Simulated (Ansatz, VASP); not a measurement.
# HfC: VASP beside Ansatz

Contents of INCAR:

```
SYSTEM = HfC
PREC = Accurate
ENCUT = 520
EDIFF = 1E-7
ISMEAR = -1
SIGMA = 0.05
LREAL = .FALSE.
LASPH = .TRUE.
NELM = 60
ALGO = Normal
ISIF = 2
LWAVE = .FALSE.
LCHARG = .FALSE.
GGA = PE
NBANDS = 14
```

File KPOINTS:

```
Automatic mesh
0
G
  15 15 15
  0 0 0
```

The input POSCAR:

```
HfC
1.0
   -0.0465000000      2.3017500000      2.3017500000
    2.3017500000     -0.0465000000      2.3017500000
    2.3017500000      2.3017500000     -0.0465000000
Hf C
1 1
Direct
    0.5000000000      0.5000000000      0.5000000000
    0.0000000000      0.0000000000      0.0000000000
```

Input for Ansatz:

```yaml
crystal:
  lattice:
    - [-0.0465, 2.30175, 2.30175]
    - [2.30175, -0.0465, 2.30175]
    - [2.30175, 2.30175, -0.0465]
  atoms:
    - { symbol: Hf, position: [0.5, 0.5, 0.5] }
    - { symbol: C, position: [0.0, 0.0, 0.0] }
kpoints:
  mp_grid: { grid: [15, 15, 15] }
  band_path:
    path:
      - [0.0, 0.0, 0.0]
      - [0.5, 0.5, 0.5]
      - [0.2551801333, 0.5, 0.7448198667]
      - [-0.2551801333, 0.2551801333, 0.5]
      - [0.0, 0.0, 0.5]
      - [0.0, 0.0, 0.0]
      - [-0.3775900666, 0.0, 0.3775900666]
      - [0.0, 0.3775900666, 0.6224099334]
      - [0.0, 0.5, 0.5]
    npoints: 5
scf:
  occupations: { method: fermi_dirac, width: 0.05 }
hamiltonian:
  xc: pbe
  pseudopotentials: { kind: all_electron, lapw: { basis_error: 0.001 } }
output:
  forces: true
  stress: true
  eigenvalues: true
```

Change from the starting cell: equal xy, yz and zx shear strains of -2 %.

Alike in both runs: task single point; functional PBE; k mesh 15 × 15 × 15; occupations fermi-dirac, width 0.05 eV; no spin polarisation.

|  | VASP | Ansatz |
| --- | --- | --- |
| version | VASP 6.6.1 | Ansatz 0.2.0 |
| potentials or method | VASP PAW PBE potentials, release 64 (Hf_pv, C), cutoff 520 eV | all-electron LAPW, scalar-relativistic |

```tsv
	VASP	Ansatz	Ansatz less VASP
pressure (GPa)	-0.4	0.3	+0.70
traceless stress, the component that is largest in VASP (GPa)	3.25	3.24	-0.007
```

Ansatz ran all-electron here, and VASP with PAW potentials.

Spin-orbit coupling is off throughout.
